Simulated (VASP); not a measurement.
# TaN (P6_3mc) in VASP: a series of runs

TaN is run at these levels: PBE; tasks: single point.

Everything below comes from runs of VASP 6.6.1. Logs are shortened: lines on timing, memory, paths and dates and some standing lists are left out, and cuts for length are marked.

## 1. The cell of the first run

It takes space group P6_3mc (No. 186, hexagonal). Conventional cell: a = 3.090 Å, b = 3.090 Å, c = 5.005 Å, α = 90.00°, β = 90.00°, γ = 120.00°. Ta (site symmetry 3m) has 4 N at 1.87 to 1.93 Å within 2.5 Å. N (site symmetry 3m) has 4 Ta at 1.87 to 1.93 Å within 2.5 Å.

## 2. Single point, PBE (volume scaled by 1.04)

INCAR

```
SYSTEM = TaN
PREC = Accurate
ENCUT = 520
EDIFF = 1E-7
ISMEAR = -1
SIGMA = 0.01
LREAL = .FALSE.
LASPH = .TRUE.
NELM = 80
ALGO = Normal
ISIF = 2
LWAVE = .FALSE.
LCHARG = .FALSE.
GGA = PE
NBANDS = 24
```

KPOINTS

```
regular mesh
0
G
  9 9 5
  0 0 0
```

POSCAR

```
TaN
1.0
    3.0901372865      0.0000000000      0.0000000000
   -1.5450686433      2.6761373914      0.0000000000
    0.0000000000      0.0000000000      5.0050074549
Ta N
2 2
Direct
    0.3333333333      0.6666666667      0.0000000000
    0.6666666667      0.3333333333      0.5000000000
    0.3333333333      0.6666666667      0.3850000000
    0.6666666667      0.3333333333      0.8850000000
```

Potentials or basis: VASP PAW PBE potentials, release 64 (Ta_pv, N).

Run with:

```
cat potpaw_PBE.64/Ta_pv/POTCAR potpaw_PBE.64/N/POTCAR > POTCAR
mpirun -np 1 vasp_std > vasp.out
```

OUTCAR:

```text
SYSTEM = TaN
   PREC = Accurate
   ENCUT = 520
   EDIFF = 1E-7
   ISMEAR = -1
   LREAL = .FALSE.
   LASPH = .TRUE.
   NELM = 80
   ISIF = 2
   GGA = PE

 ion  position               nearest neighbor table
   1  0.333  0.667  0.000-   4 1.87   4 1.87   4 1.87   3 1.93   2 3.07   2 3.07   2 3.07   2 3.07
                             2 3.07   2 3.07
   2  0.667  0.333  0.500-   3 1.87   3 1.87   3 1.87   4 1.93   1 3.07   1 3.07   1 3.07   1 3.07
                             1 3.07   1 3.07
   3  0.333  0.667  0.385-   2 1.87   2 1.87   2 1.87   1 1.93
   4  0.667  0.333  0.885-   1 1.87   1 1.87   1 1.87   2 1.93

  LATTYP: Found a hexagonal cell.
 ALAT       =     3.0901372865
 C/A-ratio  =     1.6196715521

  Lattice vectors:

 A1 = (   3.0901372865,   0.0000000000,   0.0000000000)
 A2 = (  -1.5450686433,   2.6761373914,   0.0000000000)
 A3 = (   0.0000000000,   0.0000000000,   5.0050074549)

Analysis of symmetry for initial positions (statically):
=====================================================================
 Subroutine PRICEL returns:
 Original cell was already a primitive cell.

 Routine SETGRP: Setting up the symmetry group for a
 hexagonal supercell.

 Subroutine GETGRP returns: Found 12 space group operations
 (whereof  6 operations were pure point group operations)
 out of a pool of 24 trial point group operations.

The static configuration has the point symmetry C_3v.
 The point group associated with its full space group is C_6v.

Analysis of symmetry for dynamics (positions and initial velocities):
=====================================================================
 Subroutine PRICEL returns:
 Original cell was already a primitive cell.

 Routine SETGRP: Setting up the symmetry group for a
 hexagonal supercell.

 Subroutine GETGRP returns: Found 12 space group operations
 (whereof  6 operations were pure point group operations)
 out of a pool of 24 trial point group operations.

The dynamic configuration has the point symmetry C_3v.
 The point group associated with its full space group is C_6v.

 Subroutine INISYM returns: Found 12 space group operations
 (whereof  6 operations are pure point group operations),
 and found     1 'primitive' translations

----------------------------------------------------------------------------------------

                                     Primitive cell

  volume of cell :      41.3896

  direct lattice vectors                    reciprocal lattice vectors
     3.090137287  0.000000000  0.000000000     0.323610218  0.186836446  0.000000000
    -1.545068643  2.676137391  0.000000000     0.000000000  0.373672893  0.000000000
     0.000000000  0.000000000  5.005007455     0.000000000  0.000000000  0.199799902

  length of vectors
     3.090137287  3.090137287  5.005007455     0.373672893  0.373672893  0.199799902

  position of ions in fractional coordinates (direct lattice)
     0.333333333  0.666666667  0.000000000
     0.666666667  0.333333333  0.500000000
     0.333333333  0.666666667  0.385000000
     0.666666667  0.333333333  0.885000000

  ion indices of the primitive-cell ions
   primitive index   ion index
                 1           1
                 2           2
                 3           3
                 4           4

----------------------------------------------------------------------------------------

 KPOINTS: regular mesh

Automatic generation of k-mesh.
 Grid dimensions read from file:
 generate k-points for:    9    9    5

 Generating k-lattice:

  Cartesian coordinates                     Fractional coordinates (reciprocal lattice)
     0.035956691  0.020759605  0.000000000     0.111111111  0.000000000  0.000000000
     0.000000000  0.041519210  0.000000000     0.000000000  0.111111111  0.000000000
     0.000000000  0.000000000  0.039959980     0.000000000  0.000000000  0.200000000

  Length of vectors
     0.041519210  0.041519210  0.039959980

  Shift w.r.t. Gamma in fractional coordinates (k-lattice)
     0.000000000  0.000000000  0.000000000

 Subroutine IBZKPT returns following result:
 ===========================================

 Found     36 irreducible k-points:

 Following reciprocal coordinates:
            Coordinates               Weight
  0.000000  0.000000  0.000000      1.000000
  0.111111  0.000000  0.000000      6.000000
  0.222222  0.000000  0.000000      6.000000
  0.333333  0.000000  0.000000      6.000000
  0.444444  0.000000  0.000000      6.000000
  0.111111  0.111111  0.000000      6.000000
[... 16 lines left out ...]
  0.333333  0.222222  0.200000     24.000000
  0.333333  0.333333  0.200000      4.000000
 [... further k-points ...]
   k-points           NKPTS =     36   k-points in BZ     NKDIM =     36   number of bands    NBANDS=     24
   number of dos      NEDOS =    301   number of ions     NIONS =      4
   total plane-waves  NPLWV =  23040
   dimension x,y,z NGX =    24 NGY =   24 NGZ =   40
   dimension x,y,z NGXF=    48 NGYF=   48 NGZF=   80
   ions per type =               2   2
   NGX,Y,Z   is equivalent  to a cutoff of  12.91, 12.91, 13.29 a.u.
   NGXF,Y,Z  is equivalent  to a cutoff of  25.82, 25.82, 26.57 a.u.
 SYSTEM =  TaN
   PREC   = accura    normal or accurate (medium, high low for compatibility)
   ISTART =      0    job   : 0-new  1-cont  2-samecut
   ICHARG =      2    charge: 1-file 2-atom 10-const
   ISPIN  =      1    spin polarized calculation?
   LNONCOLLINEAR =      F non collinear calculations
   LSORBIT =      F    spin-orbit coupling
   LASPH  =      T    aspherical Exc in radial PAW
   ENCUT  =  520.0 eV  38.22 Ry    6.18 a.u.   5.75  5.75  9.31*2*pi/ulx,y,z
   NELM   =     80;   NELMIN=  2; NELMDL= -5     # of ELM steps
   EDIFF  = 0.1E-06   stopping-criterion for ELM
   LREAL  =      F    real-space projection
   EDIFFG = 0.1E-05   stopping-criterion for IOM
   NSW    =      0    number of steps for IOM
   IBRION =     -1    ionic relax: 0-MD 1-quasi-New 2-CG
   NFREE  =      0    steps in history (QN), initial steepest desc. (CG)
   ISIF   =      2    stress and relaxation
   ISYM   =      2    0-nonsym 1-usesym 2-fastsym
   POTIM  = 0.5000    time-step for ionic-motion
   TEBEG  =    0.0;   TEEND  =   0.0 temperature during run
   PSTRESS=    0.0 pullay stress
   NELECT =      32.0000    total number of electrons
   NUPDOWN=      -1.0000    fix difference up-down
   EMIN   =  10.00;   EMAX   =-10.00  energy-range for DOS
   EFERMI =   0.00;   METHOD = LEGACY
   ISMEAR =    -1;   SIGMA  =   0.01  broadening in eV -4-tet -1-fermi 0-gaus
   EFERMI_NEDOS =   21; number of points for ismear=-14 and -15
   IALGO  =     38    algorithm
   IMIX   =      4    mixing-type and parameters
     AMIX     =   0.40;   BMIX     =  1.00
     AMIX_MAG =   1.60;   BMIX_MAG =  1.00
  volume/ion in A,a.u.               =      10.35        69.83
  Fermi-wavevector in a.u.,A,eV,Ry     =   1.502546  2.839401 30.717129  2.257645
  Thomas-Fermi vector in A             =   2.613773
   LORBIT       =      0    0 simple, 1 ext, 2 COOP (PROOUT), +10 PAW based schemes
   GGA     = PE    functional components
   LHFCALC =     F    Hartree Fock is set to
   AEXX    =    0.0000 exact exchange contribution
   IVDW    =     0    specifies the selected vdW correction
   LEPSILON=     F    determine dielectric tensor
   LRPA    =     F    only Hartree local field effects (RPA)
 non-spin polarized calculation
  energy-cutoff  :      520.00
  volume of cell :       41.39
 maximum number of plane-waves:      1128
 NGX is ok and might be reduce to    24
   NGX = 11   NGY = 11   NGZ = 19

 number of electron      32.0000000 magnetization

 Free energy of the ion-electron system (eV)
  ---------------------------------------------------
  ext. energy  EPLUGINS =         0.00000000
  ---------------------------------------------------
  free energy    TOTEN  =       -38.91579724 eV

  energy without entropy =      -38.91475737  energy(sigma->0) =      -38.91527730

 E-fermi :   9.3984     XC(G=0): -13.3265

 val. band max:        9.3405432767   @ k =   0.2222   0.0000   0.0000
 cond. band min:       9.4056495428   @ k =   0.1111   0.0000   0.4000
 fundamental gap:      0.0651062662
 Fermi energy:         9.3983820574

 k-point     1 :       0.0000    0.0000    0.0000
  band No.  band energies     occupation
      1     -26.6725      2.00000
      2     -25.7115      2.00000
      3     -25.7115      2.00000
      4     -25.5457      2.00000
      5     -25.5457      2.00000
      6     -25.4960      2.00000
[... 16 lines left out ...]
     23      15.7572      0.00000
     24      15.7572      0.00000

 k-point     2 :       0.1111    0.0000    0.0000
  band No.  band energies     occupation
      1     -26.6344      2.00000
      2     -25.8195      2.00000
      3     -25.7430      2.00000
      4     -25.6683      2.00000
      5     -25.5637      2.00000
      6     -25.5139      2.00000
[... 16 lines left out ...]
     23      15.7523      0.00000
     24      16.2540      0.00000

 k-point     3 :       0.2222    0.0000    0.0000
  band No.  band energies     occupation
      1     -26.5385      2.00000
      2     -26.0777      2.00000
      3     -25.9602      2.00000
      4     -25.8196      2.00000
      5     -25.6109      2.00000
      6     -25.5684      2.00000
[... 16 lines left out ...]
     23      16.2242      0.00000
     24      17.3217      0.00000
[... 514 lines left out ...]
 k-point    23 :       0.3333    0.2222    0.2000
  band No.  band energies     occupation
      1     -26.5786      2.00000
      2     -26.4983      2.00000
      3     -26.1651      2.00000
      4     -25.9658      2.00000
      5     -25.9180      2.00000
      6     -25.7656      2.00000
[... 16 lines left out ...]
     23      16.1365      0.00000
     24      16.5899      0.00000

 k-point    24 :       0.3333    0.3333    0.2000
  band No.  band energies     occupation
      1     -26.5043      2.00000
      2     -26.5043      2.00000
      3     -26.2792      2.00000
      4     -26.0210      2.00000
      5     -25.8527      2.00000
      6     -25.8527      2.00000
[... 16 lines left out ...]
     23      16.5353      0.00000
     24      16.5353      0.00000

 [... further k-points ...]

------------------------ aborting loop because EDIFF is reached ----------------------------------------

  FORCE on cell =-STRESS in cart. coord.  units (eV):
  Direction    XX          YY          ZZ          XY          YZ          ZX
  --------------------------------------------------------------------------------------
  -------------------------------------------------------------------------------------
  Total       31.0187067     31.0187067     25.5555764     -0.0000000     -0.0000000      0.0000000
  in kB     1200.7244644   1200.7244645    989.2483954     -0.0000000     -0.0000000      0.0000000
  external PRESSURE =    1130.2324415 kB  Pullay stress =       0.0000000 kB

 VOLUME and BASIS-vectors are now :
 -----------------------------------------------------------------------------
  energy-cutoff  :      520.00
  volume of cell :       41.39
      direct lattice vectors                 reciprocal lattice vectors
     3.090137287  0.000000000  0.000000000     0.323610218  0.186836446  0.000000000
    -1.545068643  2.676137391  0.000000000     0.000000000  0.373672893  0.000000000
     0.000000000  0.000000000  5.005007455     0.000000000  0.000000000  0.199799902

 POSITION                                       TOTAL-FORCE (eV/Angst)
 -----------------------------------------------------------------------------------
     -0.00000      1.78409      0.00000        -0.000000     -0.000000      2.236445
      1.54507      0.89205      2.50250         0.000000      0.000000      2.236445
     -0.00000      1.78409      1.92693         0.000000      0.000000     -2.236445
      1.54507      0.89205      4.42943        -0.000000      0.000000     -2.236445
 -----------------------------------------------------------------------------------
    total drift:                               -0.000000      0.000000      0.000135

  FREE ENERGIE OF THE ION-ELECTRON SYSTEM (eV)
  ---------------------------------------------------
  free  energy   TOTEN  =       -38.9157972358 eV

  energy  without entropy=      -38.9147573677  energy(sigma->0) =      -38.91527730
```

Wall time 54 s (1 thread of Intel Xeon 8259CL, shared host); peak memory 0.17 GiB.

Results:

* Free energy: -38.9158 eV
* Pressure: 113.0 GPa
* Largest force: 2.236 eV/Å
* Band gap on the k mesh: zero (band 16 reaches 9.91 eV, above the bottom of band 17 at 7.78 eV)

Forces on the atoms (eV/Å):
```
Ta   0.000  0.000  2.236
Ta   0.000  0.000  2.236
N    0.000  0.000 -2.236
N    0.000  0.000 -2.236
```

Levels at points of the mesh, in eV from the Fermi level:
| k point | band 14 | band 15 | band 16 | band 17 | band 18 | band 19 |
| --- | --- | --- | --- | --- | --- | --- |
| (0.00, 0.00, 0.00) | -7.56 | -0.81 | -0.81 | -0.47 | 1.99 | 2.51 |

Caveat: spin-orbit coupling is left out, which moves the levels of the heavy elements; forces of over 1 eV/Å act on the atoms, so gaps and moduli don't describe the material at rest.

## 3. Single point, PBE (volume scaled by 0.96)

INCAR

```
SYSTEM = TaN
  ALGO = Normal
  EDIFF = 1E-6
  ENCUT = 520
  GGA = PE
  ISIF = 2
  ISMEAR = -1
  LASPH = .True.
  LCHARG = .False.
  LREAL = .False.
  LWAVE = .False.
  NBANDS = 24
  NELM = 80
  PREC = Accurate
  SIGMA = 0.01
```

KPOINTS

```
k-points
0
Gamma
  9 9 5
  0 0 0
```

POSCAR

```
TaN
1.0
    3.0087798064      0.0000000000      0.0000000000
   -1.5043899033      2.6056797468      0.0000000000
    0.0000000000      0.0000000000      4.8732350589
Ta N
2 2
Direct
    0.3333333333      0.6666666667      0.0000000000
    0.6666666667      0.3333333333      0.5000000000
    0.3333333333      0.6666666667      0.3850000000
    0.6666666667      0.3333333333      0.8850000000
```

Potentials or basis: VASP PAW PBE potentials, release 64 (Ta_pv, N).

Run with:

```
cat potpaw_PBE.64/Ta_pv/POTCAR potpaw_PBE.64/N/POTCAR > POTCAR
mpirun -np 1 vasp_std > vasp.out
```

Run time: 19 s. Hardware: 1 thread of Intel Xeon Platinum 8488C (Sapphire Rapids), shared host; peak memory 0.16 GiB.

Results (log left out):

```yaml
Free_energy: -36.1055 eV
Pressure: 172.7 GPa
Largest_force: 2.470 eV/Å
Band_gap_on_the_k_mesh: zero (band 16 reaches 10.83 eV, above the bottom of band 17 at 8.51 eV)
```

Forces on the atoms (eV/Å):
```
Ta   0.000  0.000  2.470
Ta   0.000  0.000  2.470
N    0.000  0.000 -2.470
N    0.000  0.000 -2.470
```

Stress tensor (GPa, compression positive):
```
182.74   0.00   0.00
  0.00 182.74   0.00
  0.00   0.00 152.71
```

Levels at points of the mesh, in eV from the Fermi level:
| k point | band 14 | band 15 | band 16 | band 17 | band 18 | band 19 |
| --- | --- | --- | --- | --- | --- | --- |
| (0.00, 0.00, 0.00) | -7.59 | -0.91 | -0.91 | -0.27 | 2.26 | 2.78 |

Caveat: spin-orbit coupling is left out, which moves the levels of the heavy elements; forces of over 1 eV/Å act on the atoms, so gaps and moduli don't describe the material at rest.

## 4. Single point, PBE (volume scaled by 0.99)

INCAR

```
PREC = Accurate ; ENCUT = 520
EDIFF = 1E-6 ; ISMEAR = -1
SIGMA = 0.01 ; LREAL = F
LASPH = T ; NELM = 100
ALGO = Normal ; ISIF = 2
LWAVE = F ; LCHARG = F
GGA = PE ; NBANDS = 24
```

KPOINTS

```
Automatic mesh
0
Gamma
  9 9 5
```

POSCAR

```
TaN
1.0
    3.0398003418      0.0000000000      0.0000000000
   -1.5199001709      2.6325443184      0.0000000000
    0.0000000000      0.0000000000      4.9234781375
Ta N
2 2
Direct
    0.3333333333      0.6666666667      0.0000000000
    0.6666666667      0.3333333333      0.5000000000
    0.3333333333      0.6666666667      0.3850000000
    0.6666666667      0.3333333333      0.8850000000
```

Run with:

```
cat potpaw_PBE.64/Ta_pv/POTCAR potpaw_PBE.64/N/POTCAR > POTCAR
mpirun -np 1 vasp_std > vasp.out
```

Run time: 19 s. Hardware: 1 thread of Intel Xeon Platinum 8488C (Sapphire Rapids), shared host; peak memory 0.17 GiB.

It converged, with:

```
Free energy            : -37.3002 eV
Pressure               : 148.0 GPa
Largest force          : 2.390 eV/Å
Band gap on the k mesh : zero (band 16 reaches 10.47 eV, above the bottom of band 17 at 8.23 eV)
```

Forces on the atoms (eV/Å):
```
Ta   0.000  0.000  2.390
Ta   0.000  0.000  2.390
N    0.000  0.000 -2.390
N    0.000  0.000 -2.390
```

Stress tensor (GPa, compression positive):
```
156.76   0.00   0.00
  0.00 156.76   0.00
  0.00   0.00 130.37
```

Levels at points of the mesh, in eV from the Fermi level:
```csv
k point,band 14,band 15,band 16,band 17,band 18,band 19
"(0.00, 0.00, 0.00)",-7.59,-0.87,-0.87,-0.35,2.16,2.68
```

Caveat: spin-orbit coupling is left out, which moves the levels of the heavy elements; forces of over 1 eV/Å act on the atoms, so gaps and moduli don't describe the material at rest.

## 5. Single point, PBE (volume scaled by 1.02)

INCAR

```
ALGO = Normal ; EDIFF = 1E-6
ENCUT = 520 ; GGA = PE
ISIF = 2 ; ISMEAR = -1
LASPH = True ; LCHARG = False
LREAL = False ; LWAVE = False
NBANDS = 24 ; NELM = 100
PREC = Accurate ; SIGMA = 0.01
```

KPOINTS

```
k-points
0
Gamma
  9 9 5
```

POSCAR

```
TaN
1.0
    3.0702003619      0.0000000000      0.0000000000
   -1.5351001810      2.6588715082      0.0000000000
    0.0000000000      0.0000000000      4.9727161852
Ta N
2 2
Direct
    0.3333333333      0.6666666667      0.0000000000
    0.6666666667      0.3333333333      0.5000000000
    0.3333333333      0.6666666667      0.3850000000
    0.6666666667      0.3333333333      0.8850000000
```

Run with:

```
cat potpaw_PBE.64/Ta_pv/POTCAR potpaw_PBE.64/N/POTCAR > POTCAR
mpirun -np 1 vasp_std > vasp.out
```

Run time: 20 s. Hardware: 1 thread of Intel Xeon Platinum 8488C (Sapphire Rapids), shared host; peak memory 0.18 GiB.

Results (log left out):

```yaml
Free_energy: -38.3212 eV
Pressure: 126.1 GPa
Largest_force: 2.296 eV/Å
Band_gap_on_the_k_mesh: zero (band 16 reaches 10.13 eV, above the bottom of band 17 at 7.96 eV)
```

Forces on the atoms (eV/Å):
```
Ta   0.000  0.000  2.296
Ta   0.000  0.000  2.296
N    0.000  0.000 -2.296
N    0.000  0.000 -2.296
```

Stress tensor (GPa, compression positive):
```
133.84   0.00   0.00
  0.00 133.84   0.00
  0.00   0.00 110.70
```

Levels at points of the mesh, in eV from the Fermi level:
```tsv
k point	band 13	band 14	band 15	band 16	band 17	band 18	band 19	band 20
(0.00, 0.00, 0.00)	-7.81	-7.58	-0.83	-0.83	-0.43	2.06	2.58	2.58
```

Caveat: spin-orbit coupling is left out, which moves the levels of the heavy elements; forces of over 1 eV/Å act on the atoms, so gaps and moduli don't describe the material at rest.

(Continued in part 2 of 2.)
